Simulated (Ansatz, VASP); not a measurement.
One calculation of MgO, two programs

Contents of POSCAR:

```
MgO
1.0
    0.0000000000      2.1021674155      2.1021674155
    2.1021674155      0.0000000000      2.1021674155
    2.1021674155      2.1021674155      0.0000000000
Mg O
1 1
Direct
    0.0000000000      0.0000000000      0.0000000000
    0.5000000000      0.5000000000      0.5000000000
```

File INCAR.step1:

```
SYSTEM = MgO
PREC = Accurate ; ENCUT = 520
EDIFF = 1E-5 ; ISMEAR = 0
SIGMA = 0.01 ; LREAL = .FALSE.
LASPH = .TRUE. ; NELM = 60
ALGO = Normal ; ISIF = 2
LWAVE = .TRUE. ; LCHARG = .FALSE.
NBANDS = 11 ; GGA = PE
```

The input INCAR.step2:

```
SYSTEM = MgO
PREC = Accurate ; ENCUT = 520
EDIFF = 1E-6 ; ISMEAR = 0
SIGMA = 0.01 ; LREAL = .FALSE.
LASPH = .TRUE. ; NELM = 60
ALGO = Normal ; ISIF = 2
LWAVE = .FALSE. ; LCHARG = .FALSE.
GGA = PE ; LHFCALC = .TRUE.
HFSCREEN = 0.2079 ; PRECFOCK = Normal
NBANDS = 11 ; ISTART = 1
```

The input KPOINTS:

```
Automatic mesh
0
G
  8 8 8
  0 0 0
```

Input for Ansatz:

```yaml
crystal:
  lattice:
    - [0.0, 2.1021674155, 2.1021674155]
    - [2.1021674155, 0.0, 2.1021674155]
    - [2.1021674155, 2.1021674155, 0.0]
  atoms:
    - { symbol: Mg, position: [0.0, 0.0, 0.0] }
    - { symbol: O, position: [0.5, 0.5, 0.5] }
kpoints:
  mp_grid: { grid: [8, 8, 8] }
  band_path:
    path:
      - [0.0, 0.0, 0.0]
      - [0.5, 0.0, 0.5]
      - [0.625, 0.25, 0.625]
      - [0.375, 0.375, 0.75]
      - [0.5, 0.5, 0.5]
      - [0.5, 0.25, 0.75]
    npoints: 1
hamiltonian:
  xc: hse06
scf:
  occupations: { method: fixed }
  n_extra_bands: 4
output:
  forces: true
  stress: true
  eigenvalues: true
```

Alike in both runs: task single point; functional HSE06; k mesh 8 × 8 × 8; no spin polarisation.

|  | VASP | Ansatz |
| --- | --- | --- |
| version | VASP 6.6.1 | Ansatz 0.2.0 |
| potentials or method | VASP PAW PBE potentials, release 64 (Mg, O) | plane waves, PAW |
| plane-wave cutoff (eV) | 520 | 420 |
| occupations | gaussian, width 0.01 eV | fixed |
| valence electrons in the cell | 8 | 16 |

|  | VASP | Ansatz | Ansatz less VASP |
| --- | --- | --- | --- |
| gap on the k mesh at the Fermi level (eV) | 6.50 | 6.54 | +0.045 |
| pressure (GPa) | -0.6 | -0.3 | +0.30 |

VASP's potentials hold 8 valence electrons a cell and Ansatz's 16, so a difference there can come from the potentials and not from the codes. Ansatz's warnings: stress exchange threshold loose, stress scf threshold loose.
